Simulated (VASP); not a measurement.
SnO2, 3 atoms in the cell. Symmetry: R-3m, No. 166, trigonal system. The conventional cell has a = 3.175 Å, b = 3.175 Å, c = 14.488 Å, α = 90.00°, β = 90.00°, γ = 120.00°. Within 2.8 Å of Sn (site symmetry -3m) lie 6 O at 2.08 Å. O (site symmetry 3m) has 3 Sn at 2.08 Å and 3 O at 2.70 Å within 2.8 Å.  This cell differs from its parent crystal: atoms shifted along a free coordinate.

| Quantity | Value |
| --- | --- |
| Program | VASP 6.6.1 |
| Task | single point |
| Functional | PBE |
| Potentials or basis | VASP PAW PBE potentials, release 64 (Sn_d, O) |
| Cutoff | 520 eV |
| k mesh | 12 × 12 × 12 |
| Occupations | gaussian, width 0.05 eV |
| Spin | no spin polarisation |
| Dipole correction | no |
| Further INCAR settings | ALGO = Normal; EDIFF = 1e-07; NBANDS = 20 |

Potentials or basis: VASP PAW PBE potentials, release 64 (Sn_d, O).

Launch:

```console
$ cat potpaw_PBE.64/Sn_d/POTCAR potpaw_PBE.64/O/POTCAR > POTCAR
$ mpirun -np 1 vasp_std > vasp.out
```

Hardware: 1 thread of Intel(R) Xeon(R) 6975P-C (Granite Rapids), on a shared host.

**Question.** Estimate the wall time of this run.

**Answer.** It took 2.2 min on 1 thread of Intel(R) Xeon(R) 6975P-C (Granite Rapids), on a shared host, peak memory 0.33 GiB. Counts: scf iterations 13, k points 189.
